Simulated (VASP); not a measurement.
Li7S, 8 atoms in the cell. The structure is trigonal, space group R3m (No. 160). The conventional cell has a = 6.327 Å, b = 6.327 Å, c = 9.230 Å, α = 90.00°, β = 90.00°, γ = 120.00°. Within 2.7 Å of Li (site symmetry m) lie 4 Li at 1.93 to 2.70 Å. Within 2.2 Å of Li (site symmetry m) lie 1 S at 1.62 Å and 2 Li at 2.05 Å. Li (site symmetry 3m) has 3 Li at 1.93 Å within 2.6 Å. Within 2.2 Å of S (site symmetry 3m) lie 3 Li at 1.62 Å. The cell was generated, and may not be a known phase.

| Item | Value |
| --- | --- |
| Program | VASP 6.6.1 |
| Task | single point |
| Functional | PBE |
| Potentials or basis | VASP PAW PBE potentials, release 64 (Li_sv, S) |
| Cutoff | 520 eV |
| k mesh | 6 × 6 × 6 |
| Occupations | gaussian, width 0.1 eV |
| Spin | no spin polarisation |
| Dipole correction | no |
| Further INCAR settings | ALGO = Normal; EDIFF = 1e-07; NBANDS = 24 |

Potentials or basis: VASP PAW PBE potentials, release 64 (Li_sv, S).

Run with:

```sh
$ cat potpaw_PBE.64/Li_sv/POTCAR potpaw_PBE.64/S/POTCAR > POTCAR
$ mpirun -np 1 vasp_std > vasp.out
```

Hardware: 1 thread of Intel(R) Xeon(R) 6975P-C (Granite Rapids), on a shared host.

Q: How long does it take, and how much memory?

A: Run time: 34 s on 1 thread of Intel(R) Xeon(R) 6975P-C (Granite Rapids), with other jobs on the host, peak memory 0.22 GiB. Counts: scf iterations 17, k points 32.
